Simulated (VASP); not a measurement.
**ScB15N16 (a cell with a defect): single point with PBE**

ScB15N16 (a cell with a defect):

```
B Sc N
1.0
    -3.62411    3.62411   -3.62411
     3.62411    3.62411    3.62411
     3.62411   -3.62411   -3.62411
B Sc N
15 1 16
Cartesian
  -0.0398 -0.0371 0.0351
  3.6602 -1.8451 -1.8569
  3.6602 0.0468 0.0351
  3.5843 1.7790 1.8512
  1.8522 -1.8451 -3.6650
  1.8522 1.8549 0.0351
  1.8102 3.6290 1.8092
  -0.0398 0.0469 -3.6650
  -0.0398 1.8549 -1.8569
  0.0361 3.5871 -0.0408
  3.6602 1.8549 -1.7730
  -1.8559 1.7790 -3.5890
  -1.8139 3.6290 -1.8149
  1.7683 1.8549 -3.6650
  1.8102 3.6290 -1.8149
  1.8101 0.0048 -1.8149
  0.7202 -1.0851 -0.7249
  0.9378 0.8772 0.8996
  4.5247 -0.8675 -0.9426
  4.5619 0.9145 0.9368
  -0.9043 0.8772 -0.9426
  2.9002 -1.0851 -2.9049
  2.9001 1.0948 -0.7250
  2.7198 2.7566 0.9368
  0.9378 -0.8675 -4.5295
  0.7202 1.0949 -2.9049
  0.9378 2.7194 -0.9426
  0.9006 4.5014 0.9368
  -0.9416 0.9145 -4.5667
  -0.9416 2.7566 -2.7245
  -0.9416 4.5014 -0.9053
  2.6826 2.7194 -2.6873
```

```json
{
  "Program": "VASP 6.6.1",
  "Task": "single point",
  "Functional": "PBE",
  "Potentials or basis": "VASP PAW PBE potentials, release 64 (B, Sc_sv, N)",
  "Cutoff": "520 eV",
  "k mesh": "2 × 2 × 2, shifted",
  "Occupations": "fermi-dirac, width 0.01 eV",
  "Spin": "no spin polarisation",
  "Dipole correction": "no",
  "Further INCAR settings": "LREAL = Auto; ALGO = Normal; EDIFF = 1e-06; NBANDS = 90"
}
```

```yaml
Pressure: 28.2 GPa
Largest_force: 0.096 eV/Å
Band_gap_on_the_k_mesh: 5.03 eV
```

Forces in eV/Å, atoms in the order of the input:
```
B   -0.028  0.032  0.028
B    0.028 -0.027  0.032
B    0.028 -0.032  0.027
B   -0.028 -0.028 -0.032
B   -0.032 -0.027 -0.028
B   -0.032  0.028  0.027
B   -0.001 -0.001  0.001
B   -0.027 -0.032 -0.028
B   -0.027  0.028  0.032
B    0.027  0.032 -0.027
B    0.027  0.027 -0.032
B    0.032 -0.028  0.028
B   -0.001 -0.001  0.001
B    0.032  0.027 -0.027
B   -0.001 -0.001  0.001
Sc   0.001  0.001  0.000
N    0.055  0.055 -0.056
N    0.005 -0.004  0.018
N    0.018  0.005 -0.004
N    0.004 -0.018  0.004
N   -0.018 -0.005 -0.005
N   -0.055  0.055  0.055
N   -0.055 -0.055 -0.055
N   -0.018  0.004  0.004
N    0.004  0.004 -0.019
N    0.055 -0.055  0.055
N    0.005  0.018 -0.004
N    0.019 -0.004  0.005
N   -0.005 -0.018 -0.005
N   -0.004  0.005  0.018
N   -0.005 -0.005 -0.019
N   -0.004  0.019  0.005
```

Levels at points of the mesh, in eV from the valence-band top:
| k point | band 65 | band 66 | band 67 | band 68 | band 69 | band 70 | band 71 | band 72 |
| --- | --- | --- | --- | --- | --- | --- | --- | --- |
| (0.25, 0.25, 0.25) | -0.98 | -0.10 | -0.10 | -0.10 | 5.11 | 5.11 | 6.11 | 6.11 |

Run time: 4.9 min on 1 thread of Intel Xeon 8259CL, on a shared host, peak memory 0.34 GiB.

Caveat: the k points lie up to 0.61 Å⁻¹ apart.
